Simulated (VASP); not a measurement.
Crystal: Ta.

```
Ta
1.0
     4.62002    0.00000    0.00000
    -2.31001    4.00106    0.00000
     0.00000    0.00000    4.71520
Ta
4
Direct
  0.00000 0.00000 0.25000
  0.00000 0.00000 0.75000
  0.33333 0.66667 0.75000
  0.66667 0.33333 0.25000
```

This isn't the form of Ta at room conditions, which is bcc.

| Item | Value |
| --- | --- |
| Program | VASP 6.6.1 |
| Task | relaxation of cell and atoms |
| Functional | r2SCAN |
| Potentials or basis | VASP PAW PBE potentials, release 64 (Ta_pv) |
| Cutoff | 600 eV |
| k mesh | 6 × 6 × 4 |
| Occupations | gaussian, width 0.1 eV |
| Spin | no spin polarisation |

At the start: pressure 2.4 GPa; volume 21.79 Å³/atom.

Q: How do energy, volume and symmetry change on relaxing?

A: Over 5 steps the energy falls by 5.3 meV/atom and the volume is 22.11 Å³/atom (+1.5 %); space group P6_3/mmc (No. 194, to 0.1 Å) before and after.

The path:
```tsv
step	energy change (eV)	largest force (eV/Å)	pressure (GPa)	volume (Å³)
1	0.0000	0.0000	2.44	87.16
2	0.0190	0.0000	-3.85	91.40
3	-0.0203	0.0000	-0.37	88.88
4	-0.0204	0.0000	-0.32	88.84
5	-0.0213	0.0000	0.18	88.44
```

Final structure:
```xyz
4
Lattice="4.6169 0.0000 0.0000 -2.3085 3.9984 0.0000 0.0000 0.0000 4.7909" Properties=species:S:1:pos:R:3 pbc="T T T"
Ta   -2.3085    3.9984    1.1977
Ta    0.0000    0.0000    3.5932
Ta    0.0000    2.6656    3.5932
Ta    2.3085    1.3328    1.1977
```

Caveat: the PAW data sets were made with another functional, which shifts forces and pressure a little.
